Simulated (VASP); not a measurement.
Crystal: Cu.

```
Cu
1.0
     0.00000    1.80750    1.80750
     1.80750    0.00000    1.80750
     1.80750    1.80750    0.00000
Cu
1
Direct
  0.00000 0.00000 0.00000
```

```yaml
Program: VASP 6.6.1
Task: relaxation of cell and atoms
Functional: PBEsol
Potentials_or_basis: VASP PAW PBE potentials, release 64 (Cu)
Cutoff: 600 eV
k_mesh: 13 × 13 × 13
Occupations: fermi-dirac, width 0.05 eV
Spin: no spin polarisation
```

At the start: pressure -5.8 GPa; volume 11.81 Å³/atom.

Q: Where does the relaxation end?

A: Over 3 steps the energy falls by 8.6 meV/atom and the volume is 11.36 Å³/atom (-3.8 %); space group Fm-3m (No. 225, to 0.1 Å) before and after.

The path:
```csv
step,energy change (eV),largest force (eV/Å),pressure (GPa),volume (Å³)
1,0.0000,0.0000,-5.84,11.81
2,-0.0052,0.0000,4.15,11.09
3,-0.0086,0.0000,0.00,11.36
```

Final structure:
```yaml
crystal:
  lattice:
    - [0.00000, 1.78408, 1.78408]
    - [1.78408, 0.00000, 1.78408]
    - [1.78408, 1.78408, 0.00000]
  atoms:
    - { symbol: Cu, position: [0.00000, 0.00000, 0.00000] }
```

Caveat: the PAW data sets were made with another functional, which shifts forces and pressure a little.
